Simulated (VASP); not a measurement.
# MgCu31O16 (a cell with a defect) in VASP: electric field gradients with PBE

Aim: the electric field gradients of MgCu31O16 (a cell with a defect) with PBE.

All numbers are computed with VASP 6.6.1; they aren't measurements. Logs are shortened: lines on timing, memory, paths and dates and some standing lists are left out, and cuts for length are marked.

## Step 1: The cell of the first run

The cell holds a defect, 48 atoms: a = 8.520 Å, b = 8.520 Å, c = 8.520 Å, α = 90.00°, β = 90.00°, γ = 90.00°.

## Step 2: Electric field gradients, PBE

INCAR reads:

```
  PREC = Accurate
  ENCUT = 520
  EDIFF = 1E-8
  ISMEAR = -1
  SIGMA = 0.01
  LREAL = Auto
  LASPH = True
  NELM = 100
  ALGO = Normal
  ISIF = 2
  LWAVE = False
  LCHARG = False
  GGA = PE
  LEFG = True
  NELECT = 438.0
  NBANDS = 250
  LUSENCCL = False
```

KPOINTS reads:

```
Automatic mesh
0
Gamma
  2 2 2
```

POSCAR reads:

```
MgCu31O16
1.0
    8.5200000000      0.0000000000      0.0000000000
    0.0000000000      8.5200000000      0.0000000000
    0.0000000000      0.0000000000      8.5200000000
Mg Cu O
1 31 16
Direct
    0.1250000000      0.1250000000      0.1250000000
    0.1250000000      0.1250000000      0.6250000000
    0.1250000000      0.6250000000      0.1250000000
    0.1250000000      0.6250000000      0.6250000000
    0.6250000000      0.1250000000      0.1250000000
    0.6250000000      0.1250000000      0.6250000000
    0.6250000000      0.6250000000      0.1250000000
    0.6250000000      0.6250000000      0.6250000000
    0.1250000000      0.3750000000      0.3750000000
    0.1250000000      0.3750000000      0.8750000000
    0.1250000000      0.8750000000      0.3750000000
    0.1250000000      0.8750000000      0.8750000000
    0.6250000000      0.3750000000      0.3750000000
    0.6250000000      0.3750000000      0.8750000000
    0.6250000000      0.8750000000      0.3750000000
    0.6250000000      0.8750000000      0.8750000000
    0.3750000000      0.3750000000      0.1250000000
    0.3750000000      0.3750000000      0.6250000000
    0.3750000000      0.8750000000      0.1250000000
    0.3750000000      0.8750000000      0.6250000000
    0.8750000000      0.3750000000      0.1250000000
    0.8750000000      0.3750000000      0.6250000000
    0.8750000000      0.8750000000      0.1250000000
    0.8750000000      0.8750000000      0.6250000000
    0.3750000000      0.1250000000      0.3750000000
    0.3750000000      0.1250000000      0.8750000000
    0.3750000000      0.6250000000      0.3750000000
    0.3750000000      0.6250000000      0.8750000000
    0.8750000000      0.1250000000      0.3750000000
    0.8750000000      0.1250000000      0.8750000000
    0.8750000000      0.6250000000      0.3750000000
    0.8750000000      0.6250000000      0.8750000000
    0.0000000000      0.0000000000      0.0000000000
    0.0000000000      0.0000000000      0.5000000000
    0.0000000000      0.5000000000      0.0000000000
    0.0000000000      0.5000000000      0.5000000000
    0.5000000000      0.0000000000      0.0000000000
    0.5000000000      0.0000000000      0.5000000000
    0.5000000000      0.5000000000      0.0000000000
    0.5000000000      0.5000000000      0.5000000000
    0.2500000000      0.2500000000      0.2500000000
    0.2500000000      0.2500000000      0.7500000000
    0.2500000000      0.7500000000      0.2500000000
    0.2500000000      0.7500000000      0.7500000000
    0.7500000000      0.2500000000      0.2500000000
    0.7500000000      0.2500000000      0.7500000000
    0.7500000000      0.7500000000      0.2500000000
    0.7500000000      0.7500000000      0.7500000000
```

Potentials or basis: VASP PAW PBE potentials, release 64 (Mg, Cu, O).

The run is started by

```
$ cat potpaw_PBE.64/Mg/POTCAR potpaw_PBE.64/Cu/POTCAR potpaw_PBE.64/O/POTCAR > POTCAR
$ mpirun -np 1 vasp_std > vasp.out
```

OUTCAR:

```text
PREC = Accurate
   ENCUT = 520
   EDIFF = 1E-8
   ISMEAR = -1
   LREAL = Auto
   LASPH = True
   NELM = 100
   ISIF = 2
   GGA = PE
   NELECT = 438.0

 ion  position               nearest neighbor table
   1  0.125  0.125  0.125-  33 1.84  41 1.84  11 3.01  12 3.01  17 3.01  19 3.01  21 3.01  23 3.01
                            25 3.01  26 3.01  29 3.01  30 3.01   9 3.01  10 3.01
   2  0.125  0.125  0.625-  34 1.84  42 1.84
   3  0.125  0.625  0.125-  35 1.84  43 1.84
   4  0.125  0.625  0.625-  36 1.84  44 1.84
   5  0.625  0.125  0.125-  37 1.84  45 1.84
   6  0.625  0.125  0.625-  38 1.84  46 1.84
   7  0.625  0.625  0.125-  39 1.84  47 1.84
   8  0.625  0.625  0.625-  40 1.84  48 1.84
   9  0.125  0.375  0.375-  36 1.84  41 1.84   1 3.01
  10  0.125  0.375  0.875-  35 1.84  42 1.84   1 3.01
  11  0.125  0.875  0.375-  34 1.84  43 1.84   1 3.01
  12  0.125  0.875  0.875-  33 1.84  44 1.84   1 3.01
  13  0.625  0.375  0.375-  40 1.84  45 1.84
  14  0.625  0.375  0.875-  39 1.84  46 1.84
  15  0.625  0.875  0.375-  38 1.84  47 1.84
  16  0.625  0.875  0.875-  37 1.84  48 1.84
  17  0.375  0.375  0.125-  39 1.84  41 1.84   1 3.01
  18  0.375  0.375  0.625-  40 1.84  42 1.84
[... 16 lines left out ...]
  35  0.000  0.500  0.000-   3 1.84  10 1.84  21 1.84  32 1.84
  36  0.000  0.500  0.500-   4 1.84   9 1.84  22 1.84  31 1.84
  37  0.500  0.000  0.000-   5 1.84  16 1.84  19 1.84  26 1.84
  38  0.500  0.000  0.500-   6 1.84  15 1.84  20 1.84  25 1.84
[... 8 lines left out ...]
  47  0.750  0.750  0.250-   7 1.84  15 1.84  23 1.84  31 1.84
  48  0.750  0.750  0.750-   8 1.84  16 1.84  24 1.84  32 1.84

  LATTYP: Found a simple cubic cell.
 ALAT       =     8.5200000000

  Lattice vectors:

 A1 = (   8.5200000000,   0.0000000000,   0.0000000000)
 A2 = (   0.0000000000,   8.5200000000,   0.0000000000)
 A3 = (   0.0000000000,   0.0000000000,   8.5200000000)

Analysis of symmetry for initial positions (statically):
=====================================================================
 Subroutine PRICEL returns:
 Original cell was already a primitive cell.

 Routine SETGRP: Setting up the symmetry group for a
 simple cubic supercell.

 Subroutine GETGRP returns: Found 12 space group operations
 (whereof  6 operations were pure point group operations)
 out of a pool of 48 trial point group operations.

[... 1180 lines left out ...]

  FORCE on cell =-STRESS in cart. coord.  units (eV):
  Direction    XX          YY          ZZ          XY          YZ          ZX
  --------------------------------------------------------------------------------------
  -------------------------------------------------------------------------------------
  Total        7.6836819      7.6836819      7.6836819      1.2742987      1.2742987      1.2742987
  in kB       19.9049539     19.9049539     19.9049539      3.3011331      3.3011331      3.3011331
  external PRESSURE =      19.9049539 kB  Pullay stress =       0.0000000 kB

 VOLUME and BASIS-vectors are now :
 -----------------------------------------------------------------------------
  energy-cutoff  :      520.00
  volume of cell :      618.47
      direct lattice vectors                 reciprocal lattice vectors
     8.520000000  0.000000000  0.000000000     0.117370892  0.000000000  0.000000000
     0.000000000  8.520000000  0.000000000     0.000000000  0.117370892  0.000000000
     0.000000000  0.000000000  8.520000000     0.000000000  0.000000000  0.117370892

 POSITION                                       TOTAL-FORCE (eV/Angst)
 -----------------------------------------------------------------------------------
      1.06500      1.06500      1.06500         0.000000     -0.000000      0.000000
      1.06500      1.06500      5.32500         0.000000     -0.000000      0.000000
      1.06500      5.32500      1.06500         0.000000     -0.000000      0.000000
      1.06500      5.32500      5.32500         0.000000     -0.000000      0.000000
      5.32500      1.06500      1.06500         0.000000     -0.000000      0.000000
      5.32500      1.06500      5.32500         0.000000     -0.000000      0.000000
[... 40 lines left out ...]
      6.39000      6.39000      2.13000         0.008627      0.008627     -0.016823
      6.39000      6.39000      6.39000         0.037362      0.037362      0.037362
 -----------------------------------------------------------------------------------
    total drift:                                0.000000     -0.000000      0.000000

  FREE ENERGIE OF THE ION-ELECTRON SYSTEM (eV)
  ---------------------------------------------------
  free  energy   TOTEN  =      -222.5430614709 eV

  energy  without entropy=     -222.5430614709  energy(sigma->0) =     -222.54306147

 Electric field gradients (V/A^2)
---------------------------------------------------------------------
 ion       V_xx      V_yy      V_zz      V_xy      V_xz      V_yz
---------------------------------------------------------------------
   1       0.000     0.000     0.000   -33.539   -33.539   -33.539
   2      -0.177    -0.177     0.354   -31.412   -35.428   -35.428
   3      -0.177     0.354    -0.177   -35.428   -31.412   -35.428
   4      -2.177     1.088     1.088   -31.993   -31.993   -36.018
   5       0.354    -0.177    -0.177   -35.428   -35.428   -31.412
   6       1.088    -2.177     1.088   -31.993   -36.018   -31.993
[... 40 lines left out ...]
  47       0.771     0.771    -1.542     0.310     0.311     0.311
  48       0.000     0.000     0.000     0.017     0.017     0.017
---------------------------------------------------------------------

 Electric field gradients after diagonalization (V/A^2)
 (convention: |V_zz| > |V_xx| > |V_yy|)
----------------------------------------------------------------------
 ion       V_xx      V_yy      V_zz     asymmetry (V_yy - V_xx)/ V_zz
----------------------------------------------------------------------
   1      33.539    33.539   -67.078       0.000
   2      36.970    31.234   -68.204       0.084
   3      36.970    31.234   -68.204       0.084
   4      37.107    29.564   -66.671       0.113
   5      36.970    31.234   -68.204       0.084
   6      37.107    29.564   -66.671       0.113
[... 40 lines left out ...]
  47       1.152     0.461    -1.614       0.428
  48      -0.017    -0.017     0.034       0.000
----------------------------------------------------------------------

           NMR quadrupolar parameters

 Cq : quadrupolar parameter    Cq=e*Q*V_zz/h
 eta: asymmetry parameters     (V_yy - V_xx)/ V_zz
 Q  : nuclear electric quadrupole moment in mb (millibarn)
----------------------------------------------------------------------
 ion       Cq(MHz)       eta       Q (mb)
----------------------------------------------------------------------
   1      -0.162       0.000       1.000
   2      -0.165       0.084       1.000
   3      -0.165       0.084       1.000
   4      -0.161       0.113       1.000
   5      -0.165       0.084       1.000
   6      -0.161       0.113       1.000
[... 40 lines left out ...]
  47      -0.004       0.428       1.000
  48       0.000       0.000       1.000
----------------------------------------------------------------------
```

Run time: 2.7 min. Hardware: 1 × NVIDIA H100 80GB with 1 thread of Intel Xeon Platinum 8481C at 2.70GHz (Sapphire Rapids), shared host; peak memory 1.7 GiB.

What came out:

- Free energy: -222.5431 eV
- Largest force: 0.521 eV/Å
- Largest electric field gradient by atom: Mg -67.1; Cu -68.2, -66.7, -66.6, -67.7, -60.9, -66.2, -65.8 (each value once); O -47.0, +9.8, -1.6, +0.0 (each value once) V/Å²

Forces in eV/Å, atoms in the order of the input:
```
Mg   0.000  0.000  0.000
Cu   0.000  0.000  0.000
Cu   0.000  0.000  0.000
Cu   0.000  0.000  0.000
Cu   0.000  0.000  0.000
Cu   0.000  0.000  0.000
Cu   0.000  0.000  0.000
Cu   0.000  0.000  0.000
Cu   0.008  0.101  0.101
Cu   0.000  0.040 -0.040
Cu   0.000 -0.040  0.040
Cu  -0.008 -0.101 -0.101
Cu  -0.003  0.050  0.050
Cu   0.000  0.018 -0.018
Cu   0.000 -0.018  0.018
Cu   0.003 -0.050 -0.050
Cu   0.101  0.101  0.008
Cu   0.050  0.050 -0.003
Cu   0.040 -0.040  0.000
Cu   0.018 -0.018  0.000
Cu  -0.040  0.040  0.000
Cu  -0.018  0.018  0.000
Cu  -0.101 -0.101 -0.008
Cu  -0.050 -0.050  0.003
Cu   0.101  0.008  0.101
Cu   0.040  0.000 -0.040
Cu   0.050 -0.003  0.050
Cu   0.018  0.000 -0.018
Cu  -0.040  0.000  0.040
Cu  -0.101 -0.008 -0.101
Cu  -0.018  0.000  0.018
Cu  -0.050  0.003 -0.050
O   -0.301 -0.301 -0.301
O    0.035  0.035 -0.118
O    0.035 -0.118  0.035
O    0.017 -0.009 -0.009
O   -0.118  0.035  0.035
O   -0.009  0.017 -0.009
O   -0.009 -0.009  0.017
O   -0.037 -0.037 -0.037
O    0.301  0.301  0.301
O   -0.035 -0.035  0.118
O   -0.035  0.118 -0.035
O   -0.017  0.009  0.009
O    0.118 -0.035 -0.035
O    0.009 -0.017  0.009
O    0.009  0.009 -0.017
O    0.037  0.037  0.037
```

Levels at points of the mesh, in eV from the Fermi level:
```
           k point  band 216  band 217  band 218  band 219  band 220  band 221  band 222  band 223
(0.00, 0.00, 0.00)     -0.60     -0.25     -0.25     -0.24      0.23      1.02      1.02      1.37
(0.50, 0.00, 0.00)     -0.51     -0.43     -0.36     -0.31      0.58      0.87      1.52      1.55
(0.50, 0.50, 0.00)     -0.68     -0.51     -0.49     -0.44      0.76      1.24      1.26      1.30
(0.50, 0.50, 0.50)     -0.70     -0.69     -0.65     -0.63      0.88      1.60      1.60      1.65
```

Electric field gradients, principal values (V/Å²):
```tsv
atom	least	middle	greatest (by size)
1 Mg	33.539	33.539	-67.078
2 Cu	31.234	36.970	-68.204
3 Cu	31.234	36.970	-68.204
4 Cu	29.564	37.107	-66.671
5 Cu	31.234	36.970	-68.204
6 Cu	29.564	37.107	-66.671
7 Cu	29.564	37.107	-66.671
8 Cu	33.297	33.297	-66.594
9 Cu	31.780	35.936	-67.716
10 Cu	10.613	50.272	-60.885
11 Cu	10.613	50.272	-60.885
12 Cu	31.780	35.936	-67.716
13 Cu	32.891	33.327	-66.218
14 Cu	30.995	34.847	-65.842
15 Cu	30.995	34.847	-65.842
16 Cu	32.891	33.327	-66.218
17 Cu	31.780	35.936	-67.716
18 Cu	32.891	33.327	-66.218
19 Cu	10.613	50.272	-60.885
20 Cu	30.995	34.847	-65.842
21 Cu	10.613	50.272	-60.885
22 Cu	30.995	34.847	-65.842
23 Cu	31.780	35.936	-67.716
24 Cu	32.891	33.327	-66.218
25 Cu	31.780	35.936	-67.716
26 Cu	10.613	50.272	-60.885
27 Cu	32.891	33.327	-66.218
28 Cu	30.995	34.847	-65.842
29 Cu	10.613	50.272	-60.885
30 Cu	31.780	35.936	-67.716
31 Cu	30.995	34.847	-65.842
32 Cu	32.891	33.327	-66.218
33 O	23.489	23.489	-46.978
34 O	-3.675	-6.097	9.772
35 O	-3.675	-6.097	9.772
36 O	0.461	1.152	-1.614
37 O	-3.675	-6.097	9.772
38 O	0.461	1.152	-1.614
39 O	0.461	1.152	-1.614
40 O	-0.017	-0.017	0.034
41 O	23.489	23.489	-46.978
42 O	-3.675	-6.097	9.772
43 O	-3.675	-6.097	9.772
44 O	0.461	1.152	-1.614
45 O	-3.675	-6.097	9.772
46 O	0.461	1.152	-1.614
47 O	0.461	1.152	-1.614
48 O	-0.017	-0.017	0.034
```

Caveat: the cell carries a net charge on a neutralising background, which shifts energy and pressure; the cell is charged against a uniform background, so pressure and absolute levels hang on convention; without QUAD_EFG the Cq values of the log hold for a quadrupole moment of 1 mb, not for the nuclei.
